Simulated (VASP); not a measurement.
# Ga2Sb2CO in VASP: a series of runs

Ga2Sb2CO is run at these levels: PBE+D3(BJ); tasks: single point.

Everything below comes from runs of VASP 6.6.1. Logs are shortened: lines on timing, memory, paths and dates and some standing lists are left out, and cuts for length are marked.

## Step 1: The cell of the first run

The cell holds a slab with vacuum, 6 atoms: a = 4.334 Å, b = 4.334 Å, c = 23.320 Å, α = 90.00°, β = 90.00°, γ = 120.00°.

## Step 2: Single point, PBE+D3(BJ)

File INCAR:

```
SYSTEM = Ga2Sb2CO
PREC = Accurate ; ENCUT = 520
EDIFF = 1E-6 ; ISMEAR = 0
SIGMA = 0.1 ; LREAL = .False.
LASPH = .True. ; NELM = 60
ALGO = Normal ; ISIF = 2
LWAVE = .False. ; LCHARG = .True.
LDIPOL = .True. ; IDIPOL = 3
DIPOL = 0.5 0.5 0.353 ; GGA = PE
IVDW = 12 ; LELF = .True.
LVHAR = .True. ; LVACPOTAV = .True.
NBANDS = 32
```

File KPOINTS:

```
Automatic mesh
0
Gamma
  6 6 1
  0 0 0
```

File POSCAR:

```
Ga2Sb2CO
1.0
    4.3343814621      0.0000000000      0.0000000000
   -2.1671907311      3.7536844559      0.0000000000
    0.0000000000      0.0000000000     23.3197422777
Sb Ga O C
2 2 1 1
Direct
    0.0000000000      0.0000000000      0.1715284823
    0.3333333333      0.6666666667      0.3301590654
    0.3333333333      0.6666666667      0.2094685204
    0.6666666667      0.3333333333      0.3632005095
    0.7777777778      0.5555555556      0.4961350833
    0.7777777778      0.5555555556      0.5454495220
```

Potentials or basis: VASP PAW PBE potentials, release 64 (Sb, Ga_d, O, C).

The run is started by

```
$ cat potpaw_PBE.64/Sb/POTCAR potpaw_PBE.64/Ga_d/POTCAR potpaw_PBE.64/O/POTCAR potpaw_PBE.64/C/POTCAR > POTCAR
$ mpirun -np 1 vasp_std > vasp.out
```

OUTCAR:

```text
SYSTEM = Ga2Sb2CO
   PREC = Accurate
   ENCUT = 520
   EDIFF = 1E-6
   ISMEAR = 0
   LREAL = .False.
   LASPH = .True.
   NELM = 60
   ISIF = 2
   GGA = PE
   IVDW = 12
 IVDW          = 12

 ion  position               nearest neighbor table
   1  0.000  0.000  0.172-   3 2.65   3 2.65   3 2.65
   2  0.333  0.667  0.330-   4 2.62   4 2.62   4 2.62   3 2.81
   3  0.333  0.667  0.209-   1 2.65   1 2.65   1 2.65   2 2.81
   4  0.667  0.333  0.363-   2 2.62   2 2.62   2 2.62
   5  0.778  0.556  0.496-   6 1.15
   6  0.778  0.556  0.545-   5 1.15

  LATTYP: Found a hexagonal cell.
 ALAT       =     4.3343814621
 C/A-ratio  =     5.3801776520

  Lattice vectors:

 A1 = (   4.3343814621,   0.0000000000,   0.0000000000)
 A2 = (  -2.1671907311,   3.7536844559,   0.0000000000)
 A3 = (   0.0000000000,   0.0000000000,  23.3197422777)

Analysis of symmetry for initial positions (statically):
=====================================================================
 Subroutine PRICEL returns:
 Original cell was already a primitive cell.

 Routine SETGRP: Setting up the symmetry group for a
 hexagonal supercell.

 Subroutine GETGRP returns: Found  2 space group operations
 (whereof  2 operations were pure point group operations)
 out of a pool of 24 trial point group operations.

The static configuration has the point symmetry C_1h.

Analysis of symmetry for dynamics (positions and initial velocities):
=====================================================================
 Subroutine PRICEL returns:
 Original cell was already a primitive cell.

 Routine SETGRP: Setting up the symmetry group for a
 hexagonal supercell.

 Subroutine GETGRP returns: Found  2 space group operations
 (whereof  2 operations were pure point group operations)
 out of a pool of 24 trial point group operations.

The dynamic configuration has the point symmetry C_1h.

 Subroutine INISYM returns: Found  2 space group operations
 (whereof  2 operations are pure point group operations),
 and found     1 'primitive' translations

----------------------------------------------------------------------------------------

                                     Primitive cell

  volume of cell :     379.4099

  direct lattice vectors                    reciprocal lattice vectors
     4.334381462  0.000000000  0.000000000     0.230713427  0.133202459  0.000000000
    -2.167190731  3.753684456  0.000000000     0.000000000  0.266404918  0.000000000
     0.000000000  0.000000000 23.319742278     0.000000000  0.000000000  0.042882121

  length of vectors
     4.334381462  4.334381462 23.319742278     0.266404918  0.266404918  0.042882121

  position of ions in fractional coordinates (direct lattice)
     0.000000000  0.000000000  0.171528482
     0.333333333  0.666666667  0.330159065
     0.333333333  0.666666667  0.209468520
     0.666666667  0.333333333  0.363200509
     0.777777778  0.555555556  0.496135083
     0.777777778  0.555555556  0.545449522

  ion indices of the primitive-cell ions
   primitive index   ion index
                 1           1
                 2           2
                 3           3
                 4           4
                 5           5
                 6           6

----------------------------------------------------------------------------------------

 KPOINTS: Automatic mesh

Automatic generation of k-mesh.
 Grid dimensions read from file:
 generate k-points for:    6    6    1

 Generating k-lattice:

  Cartesian coordinates                     Fractional coordinates (reciprocal lattice)
     0.038452238  0.022200410  0.000000000     0.166666667  0.000000000  0.000000000
     0.000000000  0.044400820  0.000000000     0.000000000  0.166666667  0.000000000
     0.000000000  0.000000000  0.042882121     0.000000000  0.000000000  1.000000000

  Length of vectors
     0.044400820  0.044400820  0.042882121

  Shift w.r.t. Gamma in fractional coordinates (k-lattice)
     0.000000000  0.000000000  0.000000000

 Subroutine IBZKPT returns following result:
 ===========================================

 Found     13 irreducible k-points:

 Following reciprocal coordinates:
            Coordinates               Weight
  0.000000  0.000000  0.000000      1.000000
  0.166667  0.000000  0.000000      4.000000
  0.000000  0.166667  0.000000      2.000000
  0.333333  0.000000  0.000000      4.000000
  0.000000  0.333333  0.000000      2.000000
  0.500000  0.000000  0.000000      2.000000
  0.000000  0.500000  0.000000      1.000000
  0.166667  0.166667  0.000000      4.000000
 -0.333333  0.166667  0.000000      2.000000
  0.333333  0.166667  0.000000      4.000000
 -0.166667  0.500000  0.000000      4.000000
  0.500000  0.333333  0.000000      4.000000
  0.333333  0.333333  0.000000      2.000000
   k-points           NKPTS =     13   k-points in BZ     NKDIM =     13   number of bands    NBANDS=     32
   number of dos      NEDOS =    301   number of ions     NIONS =      6
   total plane-waves  NPLWV = 184320
   dimension x,y,z NGX =    32 NGY =   32 NGZ =  180
   dimension x,y,z NGXF=    64 NGYF=   64 NGZF=  360
   ions per type =               2   2   1   1
   NGX,Y,Z   is equivalent  to a cutoff of  12.27, 12.27, 12.83 a.u.
   NGXF,Y,Z  is equivalent  to a cutoff of  24.55, 24.55, 25.66 a.u.
 SYSTEM =  Ga2Sb2CO
   PREC   = accura    normal or accurate (medium, high low for compatibility)
   ISTART =      0    job   : 0-new  1-cont  2-samecut
   ICHARG =      2    charge: 1-file 2-atom 10-const
   ISPIN  =      1    spin polarized calculation?
   LNONCOLLINEAR =      F non collinear calculations
   LSORBIT =      F    spin-orbit coupling
   LASPH  =      T    aspherical Exc in radial PAW
   ENCUT  =  520.0 eV  38.22 Ry    6.18 a.u.   8.06  8.06 43.36*2*pi/ulx,y,z
   NELM   =     60;   NELMIN=  2; NELMDL= -5     # of ELM steps
   EDIFF  = 0.1E-05   stopping-criterion for ELM
   LREAL  =      F    real-space projection
   EDIFFG = 0.1E-04   stopping-criterion for IOM
   NSW    =      0    number of steps for IOM
   IBRION =     -1    ionic relax: 0-MD 1-quasi-New 2-CG
   NFREE  =      0    steps in history (QN), initial steepest desc. (CG)
   ISIF   =      2    stress and relaxation
   ISYM   =      2    0-nonsym 1-usesym 2-fastsym
   POTIM  = 0.5000    time-step for ionic-motion
   TEBEG  =    0.0;   TEEND  =   0.0 temperature during run
   PSTRESS=    0.0 pullay stress
   NELECT =      46.0000    total number of electrons
   NUPDOWN=      -1.0000    fix difference up-down
   EMIN   =  10.00;   EMAX   =-10.00  energy-range for DOS
   EFERMI =   0.00;   METHOD = LEGACY
   ISMEAR =     0;   SIGMA  =   0.10  broadening in eV -4-tet -1-fermi 0-gaus
   EFERMI_NEDOS =   21; number of points for ismear=-14 and -15
   IALGO  =     38    algorithm
   IMIX   =      4    mixing-type and parameters
     AMIX     =   0.40;   BMIX     =  1.00
     AMIX_MAG =   1.60;   BMIX_MAG =  1.00
  volume/ion in A,a.u.               =      63.23       426.73
  Fermi-wavevector in a.u.,A,eV,Ry     =   0.810260  1.531170  8.932521  0.656522
  Thomas-Fermi vector in A             =   1.919403
   LORBIT       =      0    0 simple, 1 ext, 2 COOP (PROOUT), +10 PAW based schemes
   GGA     = PE    functional components
   LHFCALC =     F    Hartree Fock is set to
   AEXX    =    0.0000 exact exchange contribution
   IVDW    =    12    specifies the selected vdW correction
   LEPSILON=     F    determine dielectric tensor
   LRPA    =     F    only Hartree local field effects (RPA)
 non-spin polarized calculation
 Gauss-broadening in eV      SIGMA  =   0.10
  energy-cutoff  :      520.00
  volume of cell :      379.41
 maximum number of plane-waves:     10242
   NGX = 17   NGY = 17   NGZ = 87

 dipolmoment           0.000000      0.000000      0.000056 electrons x Angstroem

 number of electron      46.0000004 magnetization

 dipolmoment           0.000000      0.000000     -0.121005 electrons x Angstroem

 Free energy of the ion-electron system (eV)
  ---------------------------------------------------
  ext. energy  EPLUGINS =         0.00000000
  ---------------------------------------------------
  free energy    TOTEN  =       -28.23327789 eV

  energy without entropy =      -28.22643614  energy(sigma->0) =      -28.22985702

 E-fermi :  -0.8270     XC(G=0):  -4.1683

 val. band max:       -0.8473509052   @ k =   0.0000   0.0000   0.0000
 cond. band min:      -0.7914951981   @ k =   0.3333   0.3333   0.0000
 fundamental gap:      0.0558557071
 Fermi energy:        -0.8270134898

 k-point     1 :       0.0000    0.0000    0.0000
  band No.  band energies     occupation
      1     -26.9845      2.00000
      2     -16.4375      2.00000
      3     -16.3904      2.00000
      4     -16.3882      2.00000
      5     -16.3255      2.00000
      6     -16.3239      2.00000
[... 24 lines left out ...]
     31       2.3748      0.00000
     32       2.7811      0.00000

 k-point     2 :       0.1667    0.0000    0.0000
  band No.  band energies     occupation
      1     -26.9828      2.00000
      2     -16.4335      2.00000
      3     -16.3934      2.00000
      4     -16.3897      2.00000
      5     -16.3276      2.00000
      6     -16.3201      2.00000
[... 24 lines left out ...]
     31       2.9413      0.00000
     32       3.0559      0.00000

 k-point     3 :       0.0000    0.1667    0.0000
  band No.  band energies     occupation
      1     -26.9828      2.00000
      2     -16.4337      2.00000
      3     -16.3947      2.00000
      4     -16.3884      2.00000
      5     -16.3263      2.00000
      6     -16.3213      2.00000
[... 24 lines left out ...]
     31       2.9609      0.00000
     32       2.9958      0.00000

 k-point     4 :       0.3333    0.0000    0.0000
  band No.  band energies     occupation
      1     -26.9794      2.00000
      2     -16.4258      2.00000
      3     -16.4019      2.00000
      4     -16.3903      2.00000
      5     -16.3325      2.00000
      6     -16.3116      2.00000
[... 24 lines left out ...]
     31       3.7077      0.00000
     32       3.9420      0.00000

 k-point     5 :       0.0000    0.3333    0.0000
  band No.  band energies     occupation
      1     -26.9794      2.00000
      2     -16.4266      2.00000
      3     -16.4027      2.00000
      4     -16.3890      2.00000
      5     -16.3312      2.00000
      6     -16.3126      2.00000
[... 24 lines left out ...]
     31       3.7129      0.00000
     32       3.9373      0.00000

 k-point     6 :       0.5000    0.0000    0.0000
  band No.  band energies     occupation
      1     -26.9777      2.00000
      2     -16.4221      2.00000
      3     -16.4063      2.00000
      4     -16.3906      2.00000
      5     -16.3349      2.00000
      6     -16.3072      2.00000
[... 24 lines left out ...]
     31       4.0366      0.00000
     32       4.6256      0.00000

 k-point     7 :       0.0000    0.5000    0.0000
  band No.  band energies     occupation
      1     -26.9777      2.00000
      2     -16.4237      2.00000
      3     -16.4062      2.00000
      4     -16.3893      2.00000
      5     -16.3336      2.00000
      6     -16.3081      2.00000
[... 24 lines left out ...]
     31       4.0751      0.00000
     32       4.5747      0.00000

 k-point     8 :       0.1667    0.1667    0.0000
  band No.  band energies     occupation
      1     -26.9803      2.00000
      2     -16.4277      2.00000
      3     -16.4003      2.00000
      4     -16.3898      2.00000
      5     -16.3300      2.00000
      6     -16.3149      2.00000
[... 24 lines left out ...]
     31       3.1827      0.00000
     32       3.3495      0.00000

 k-point     9 :      -0.3333    0.1667    0.0000
  band No.  band energies     occupation
      1     -26.9803      2.00000
      2     -16.4273      2.00000
      3     -16.3991      2.00000
      4     -16.3911      2.00000
      5     -16.3310      2.00000
      6     -16.3141      2.00000
[... 24 lines left out ...]
     31       3.1643      0.00000
     32       3.3670      0.00000

 k-point    10 :       0.3333    0.1667    0.0000
  band No.  band energies     occupation
      1     -26.9777      2.00000
      2     -16.4207      2.00000
      3     -16.4065      2.00000
      4     -16.3914      2.00000
      5     -16.3334      2.00000
      6     -16.3090      2.00000
[... 24 lines left out ...]
     31       3.8706      0.00000
     32       4.2107      0.00000

 k-point    11 :      -0.1667    0.5000    0.0000
  band No.  band energies     occupation
      1     -26.9777      2.00000
      2     -16.4216      2.00000
      3     -16.4065      2.00000
      4     -16.3907      2.00000
      5     -16.3327      2.00000
      6     -16.3095      2.00000
[... 24 lines left out ...]
     31       3.9530      0.00000
     32       4.2588      0.00000

 k-point    12 :       0.5000    0.3333    0.0000
  band No.  band energies     occupation
      1     -26.9777      2.00000
      2     -16.4204      2.00000
      3     -16.4064      2.00000
      4     -16.3919      2.00000
      5     -16.3337      2.00000
      6     -16.3087      2.00000
[... 24 lines left out ...]
     31       3.8377      0.00000
     32       4.1850      0.00000

 k-point    13 :       0.3333    0.3333    0.0000
  band No.  band energies     occupation
      1     -26.9767      2.00000
      2     -16.4151      2.00000
      3     -16.4109      2.00000
      4     -16.3926      2.00000
      5     -16.3333      2.00000
      6     -16.3086      2.00000
[... 24 lines left out ...]
     31       4.3960      0.00000
     32       4.6461      0.00000

------------------------ aborting loop because EDIFF is reached ----------------------------------------

 Edisp (eV)   -0.99947

 E8    (eV) :    -0.4646

  FORCE on cell =-STRESS in cart. coord.  units (eV):
  Direction    XX          YY          ZZ          XY          YZ          ZX
  --------------------------------------------------------------------------------------
  -------------------------------------------------------------------------------------
  Total      -0.00805     0.02105    -0.79535    -0.00000     0.06206    -0.00000
  in kB      -0.03398     0.08890    -3.35862    -0.00000     0.26209    -0.00000
  external pressure =       -1.10 kB  Pullay stress =        0.00 kB

 VOLUME and BASIS-vectors are now :
 -----------------------------------------------------------------------------
  energy-cutoff  :      520.00
  volume of cell :      379.41
      direct lattice vectors                 reciprocal lattice vectors
     4.334381462  0.000000000  0.000000000     0.230713427  0.133202459  0.000000000
    -2.167190731  3.753684456  0.000000000     0.000000000  0.266404918  0.000000000
     0.000000000  0.000000000 23.319742278     0.000000000  0.000000000  0.042882121

 POSITION                                       TOTAL-FORCE (eV/Angst)
 -----------------------------------------------------------------------------------
      0.00000      0.00000      4.00000        -0.000000      0.002763      0.166021
     -0.00000      2.50246      7.69922         0.000000     -0.008756     -0.004224
     -0.00000      2.50246      4.88475        -0.000000      0.000092     -0.149738
      2.16719      1.25123      8.46974         0.000000     -0.021397     -0.077131
      2.16719      2.08538     11.56974        -0.000000      0.040196      0.704647
      2.16719      2.08538     12.71974         0.000000     -0.012899     -0.639575
 -----------------------------------------------------------------------------------
    total drift:                               -0.000003      0.000629      0.000820

  FREE ENERGIE OF THE ION-ELECTRON SYSTEM (eV)
  ---------------------------------------------------
  free  energy   TOTEN  =       -29.2327502860 eV

  energy  without entropy=      -29.2259085323  energy(sigma->0) =      -29.22932941

 vacuum level on the upper side and lower side of the slab         2.708         4.055
```

It took 2.2 min on 1 thread of AMD EPYC 9R45 (Zen 5), shared host; peak memory 0.54 GiB.

What came out:

```yaml
Free_energy: -29.2328 eV
Largest_force: 0.706 eV/Å
Band_gap_on_the_k_mesh: 0.06 eV (least direct gap 0.10 eV)
Dispersion_energy_per_atom: -0.167 eV
```

Forces on the atoms (eV/Å):
```
Sb   0.000  0.003  0.166
Sb   0.000 -0.009 -0.004
Ga   0.000  0.000 -0.150
Ga   0.000 -0.021 -0.077
O    0.000  0.040  0.705
C    0.000 -0.013 -0.640
```

Caveat: spin-orbit coupling is left out, which moves the levels of the heavy elements.

## Step 3: Single point, PBE+D3(BJ)

File INCAR:

```
SYSTEM = Ga2Sb2CO
PREC     = Accurate       ! precision mode
ENCUT    = 520            ! plane-wave cutoff, eV
EDIFF    = 1E-7           ! SCF threshold, eV
ISMEAR   = 0              ! smearing method
SIGMA    = 0.1            ! smearing width, eV
LREAL    = .False.        ! projectors in reciprocal space
LASPH    = .True.         ! aspherical terms in the spheres
NELM     = 60             ! most SCF steps
ALGO     = Normal         ! electronic algorithm
ISIF     = 2              ! what is computed and relaxed
LWAVE    = .False.        ! write WAVECAR
LCHARG   = .True.         ! write CHGCAR
LDIPOL   = .True.       
IDIPOL   = 3            
DIPOL    = 0.5 0.5 0.353
GGA      = PE             ! functional
IVDW     = 12             ! dispersion correction
LELF     = .True.         ! ELF
LVHAR    = .True.       
LVACPOTAV= .True.       
NBANDS   = 32             ! bands
```

KPOINTS is that of step 2.

POSCAR: that of step 2 with these lines changed.

```diff
@@ -12,3 +12,3 @@
     0.6666666667      0.3333333333      0.3632005095
-    0.7777777778      0.5555555556      0.4961350833
-    0.7777777778      0.5555555556      0.5454495220
+    0.8888888889      0.4444444444      0.4961350833
+    0.8888888889      0.4444444444      0.5454495220
```

Potentials or basis: VASP PAW PBE potentials, release 64 (Sb, Ga_d, O, C).

The run is started by

```
$ cat potpaw_PBE.64/Sb/POTCAR potpaw_PBE.64/Ga_d/POTCAR potpaw_PBE.64/O/POTCAR potpaw_PBE.64/C/POTCAR > POTCAR
$ mpirun -np 1 vasp_std > vasp.out
```

Wall time 2.3 min (1 thread of AMD EPYC 9R45 (Zen 5), shared host); peak memory 0.54 GiB.

Results (log left out):

```
Free energy                : -29.2288 eV
Largest force              : 0.718 eV/Å
Band gap on the k mesh     : 0.05 eV (least direct gap 0.10 eV)
Dispersion energy per atom : -0.167 eV
```

Forces on the atoms (eV/Å):
```
Sb   0.006  0.004  0.165
Sb  -0.004 -0.003 -0.014
Ga  -0.001  0.000 -0.147
Ga  -0.015 -0.008 -0.081
O    0.020  0.011  0.718
C   -0.007 -0.004 -0.641
```

Levels at points of the mesh, in eV from the valence-band top:
| k point | band 19 | band 20 | band 21 | band 22 | band 23 | band 24 | band 25 | band 26 | band 27 | band 28 |
| --- | --- | --- | --- | --- | --- | --- | --- | --- | --- | --- |
| (0.00, 0.00, 0.00) | -2.09 | -1.16 | -1.16 | 0.00 | 0.00 | 0.10 | 0.89 | 1.17 | 1.18 | 1.81 |
| (0.50, 0.00, 0.00) | -5.95 | -2.56 | -2.51 | -1.30 | -1.20 | 0.33 | 0.51 | 1.04 | 1.15 | 1.67 |
| (0.00, 0.50, 0.00) | -5.95 | -2.55 | -2.50 | -1.30 | -1.19 | 0.32 | 0.48 | 1.05 | 1.15 | 1.64 |

Caveat: spin-orbit coupling is left out, which moves the levels of the heavy elements.
